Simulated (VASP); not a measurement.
The system is Mg2ZnO3.

```
CELL_PARAMETERS angstrom
3.03016 0.00000 0.00000
-1.51508 2.62420 0.00000
0.00000 0.00000 7.39546
ATOMIC_POSITIONS crystal
Mg 0.33333 0.66667 0.66581
Mg 0.66667 0.33333 0.33419
Zn 0.00000 0.00000 0.00000
O 0.33333 0.66667 0.17247
O 0.66667 0.33333 0.82753
O 0.00000 0.00000 0.50000
```

```yaml
Program: VASP 6.6.1
Task: relaxation of cell and atoms
Functional: LDA
Potentials_or_basis: VASP PAW LDA potentials, release 64 (Mg, Zn, O)
Cutoff: 600 eV
k_mesh: 12 × 12 × 4
Occupations: fermi-dirac, width 0.02 eV
Spin: no spin polarisation
```

At the start: pressure -12.7 GPa; volume 9.80 Å³/atom.

Question: How do energy, volume and symmetry change on relaxing?

Answer: Over 8 steps the energy falls by 32.1 meV/atom and the volume is 9.05 Å³/atom (-7.7 %); space group P-3m1 (No. 164, to 0.1 Å) before and after.

Step by step:
```tsv
step	energy change (eV)	largest force (eV/Å)	pressure (GPa)	volume (Å³)
1	0.0000	0.1228	-12.70	58.81
2	-0.1517	0.1119	7.15	52.44
3	-0.1923	0.0249	-0.02	54.30
4	-0.1922	0.0284	0.29	54.22
5	-0.1923	0.0119	-0.15	54.34
6	-0.1923	0.0040	-0.03	54.31
7	-0.1923	0.0037	-0.01	54.30
8	-0.1924	0.0017	-0.01	54.30
```

Final structure:
```yaml
crystal:
  lattice:
    - [2.95179, 0.00000, 0.00000]
    - [-1.47590, 2.55633, 0.00000]
    - [0.00000, 0.00000, 7.19611]
  atoms:
    - { symbol: Mg, position: [0.33333, 0.66667, 0.66602] }
    - { symbol: Mg, position: [0.66667, 0.33333, 0.33398] }
    - { symbol: Zn, position: [0.00000, 0.00000, 0.00000] }
    - { symbol: O, position: [0.33333, 0.66667, 0.17206] }
    - { symbol: O, position: [0.66667, 0.33333, 0.82794] }
    - { symbol: O, position: [0.00000, 0.00000, 0.50000] }
```
